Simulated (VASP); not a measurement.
GaP: relaxation of cell and atoms with LDA

GaP:

```xyz
2
Lattice="0.0000 2.6957 2.6957 2.6957 0.0000 2.6957 2.6957 2.6957 0.0000" Properties=species:S:1:pos:R:3 pbc="T T T"
Ga    0.0000    0.0000    0.0000
P     4.0435    4.0435    4.0435
```

```json
{
 "Program": "VASP 6.6.1",
 "Task": "relaxation of cell and atoms",
 "Functional": "LDA",
 "Potentials or basis": "VASP PAW LDA potentials, release 64 (Ga_d, P)",
 "Cutoff": "600 eV",
 "k mesh": "8 × 8 × 8",
 "Occupations": "gaussian, width 0.01 eV",
 "Spin": "no spin polarisation",
 "Target pressure": "7 GPa",
 "Dipole correction": "no",
 "Further INCAR settings": "ALGO = Normal; EDIFF = 1e-07; IBRION = 2; EDIFFG = -0.002; NSW = 100; ISIF = 3"
}
```

- Relaxed volume: 18.34 Å³/atom
- Relaxed cell: a = 3.729 Å, b = 3.729 Å, c = 3.729 Å, α = 60.00°, β = 60.00°, γ = 60.00°
- Space group after relaxing (to 0.1 Å): F-43m (No. 216)
- Energy change on relaxing (the run minimises the enthalpy): +26.1 meV/atom
- Ionic steps: 6
- Pressure after relaxing: 7.0 GPa
- Band gap on the k mesh: 1.28 eV (least direct gap 2.47 eV)

The path:
```tsv
step	energy change (eV)	largest force (eV/Å)	pressure (GPa)	volume (Å³)
1	0.0000	0.0000	0.10	39.18
2	0.1929	0.0000	14.92	34.58
3	0.0513	0.0000	6.94	36.70
4	0.0534	0.0000	7.10	36.65
5	0.0510	0.0000	6.89	36.70
6	0.0522	0.0000	7.00	36.68
```

Final structure:
```xyz
2
Lattice="0.0000 2.6370 2.6370 2.6370 0.0000 2.6370 2.6370 2.6370 0.0000" Properties=species:S:1:pos:R:3 pbc="T T T"
Ga    0.0000    0.0000    0.0000
P     3.9556    3.9556    3.9556
```

Levels at points of the mesh, in eV from the valence-band top:
```
           k point  band 7  band 8  band 9  band 10  band 11  band 12
(0.00, 0.00, 0.00)    0.00    0.00    0.00     2.47     3.75     3.75
(0.50, 0.00, 0.00)   -7.31   -1.28   -1.28     1.82     4.59     4.59
(0.50, 0.50, 0.00)   -7.33   -3.07   -3.07     1.28     1.56    11.20
```

Run time: 38 s on 1 thread of Intel(R) Xeon(R) Platinum 8559C (Emerald Rapids), with other jobs on the host, peak memory 0.16 GiB.

Caveat: the cell is relaxed towards a set pressure, so the run minimises the enthalpy, not the energy. A k mesh can miss the band edges.
